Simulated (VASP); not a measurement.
A run of VASP 6.6.1 is set up as follows.

File INCAR:

```
PREC = Accurate ; ENCUT = 600
EDIFF = 1E-7 ; ISMEAR = 1
SIGMA = 0.1 ; LREAL = False
LASPH = True ; NELM = 100
ALGO = Normal ; ISIF = 3
LWAVE = False ; LCHARG = False
GGA = PE ; IBRION = 2
NSW = 80 ; EDIFFG = -0.01
PSTRESS = 20.0
```

Contents of KPOINTS:

```
regular mesh
0
Gamma
  13 13 13
```

File POSCAR:

```
Se
1.0
   -1.4038000000      1.4038000000      1.4038000000
    1.4038000000     -1.4038000000      1.4038000000
    1.4038000000      1.4038000000     -1.4038000000
Se
1
Direct
    0.0000000000      0.0000000000      0.0000000000
```

Potentials or basis: VASP PAW PBE potentials, release 64 (Se).

Launch:

```bash
$ cat potpaw_PBE.64/Se/POTCAR > POTCAR
$ mpirun -np 1 vasp_std > vasp.out
```

Question: What does it give for the space group after relaxing (to 0.05 Å)?

Answer: Im-3m (No. 229).

Question: Estimate the relaxed volume.

Answer: 19.79 Å³/atom.

Step by step:
```csv
step,energy change (eV),largest force (eV/Å),pressure (GPa),volume (Å³)
1,0.0000,0.0000,172.55,11.07
2,-1.6220,0.0000,-8.31,42.68
3,-2.8886,0.0000,-3.00,21.24
4,-2.8969,0.0000,-0.97,20.58
5,-2.8940,0.0000,2.20,19.74
6,-2.8963,0.0000,1.35,19.95
7,-2.8940,0.0000,2.18,19.75
8,-2.8946,0.0000,2.00,19.79
```

Caveat: the cell is relaxed towards a set pressure, so the enthalpy falls and the energy may rise; the volume moved by over 15 % at a fixed basis, so the end points are rough. PBE usually gives volumes a little too large and moduli too small.
